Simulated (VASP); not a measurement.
Runs of VASP 6.6.1 on Se. The structure is that of space group R-3 (No. 148), or close to it. The cells are those of the table. 

```tsv
task	cell	gap on the mesh (eV)	pressure (GPa)	largest force (eV/Å)
single point	a = 6.714 Å, angles 115.6°, 6 atoms	1.06	4.0	0.72
electric field gradients	a = 6.724 Å, angles 115.3°, 6 atoms	1.19	2.8	0.51
electric field gradients	a = 6.714 Å, angles 115.6°, 6 atoms	1.06	4.0	0.72
single point	a = 6.724 Å, angles 115.3°, 6 atoms	1.19	2.8	0.51
single point	a = 6.730 Å, angles 115.1°, 6 atoms	(a)	2.1	0.37
```

Alike in all rows: level PBE; potentials or basis VASP PAW PBE potentials, release 64 (Se); no spin polarisation; k mesh 6 × 6 × 6; cutoff (eV) 520; smearing fermi-dirac 0.01 eV.

Q: Fill in the values left out.

A: (a) 1.29.

Caveats: this functional lacks dispersion, which holds the molecules together, so the pressure and a relaxed volume are unreliable; the cell stands under pressure (at least some runs).

A k mesh can miss the band edges, and the runs leave out spin-orbit coupling on Se.
